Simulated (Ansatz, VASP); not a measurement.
## MnO2 in VASP and in Ansatz

```
Mn O
1.0
     2.67373    0.00000    0.00000
    -1.33686    2.31552    0.00000
     0.00000    0.00000    4.30684
Mn O
1 2
Direct
  0.00000 0.00000 0.50000
  0.66667 0.33333 0.29371
  0.33333 0.66667 0.70629
```

Change from the starting cell: volume scaled by 0.82, no spin polarisation, PAW files.

Alike in both runs: task single point; functional LDA; k mesh 11 × 11 × 6; occupations fermi-dirac, width 0.03 eV; no spin polarisation.

```csv
,VASP,Ansatz
version,VASP 6.6.1,Ansatz 0.2.0
potentials or method,"VASP PAW LDA potentials, release 64 (Mn_sv, O)","PAW with Ansatz's default frozen-core files, scalar-relativistic"
plane-wave cutoff (eV),700,420
valence electrons in the cell,27,27
```

|  | VASP | Ansatz | Ansatz less VASP |
| --- | --- | --- | --- |
| pressure (GPa) | 35.7 | 34.9 | -0.79 |
| traceless stress, the component that is largest in VASP (GPa) | -6.92 | -6.18 | +0.738 |
| rms of the force components (eV/Å) | 1.319 | 1.287 | -0.0324 |

LDA's correlation is that of Perdew and Zunger in VASP and of Perdew and Wang (1992) in Ansatz. Atom by atom the forces differ by 0.032 eV/Å (rms over components). Both programs put the cell under a high pressure, so it lies far from rest at this level.
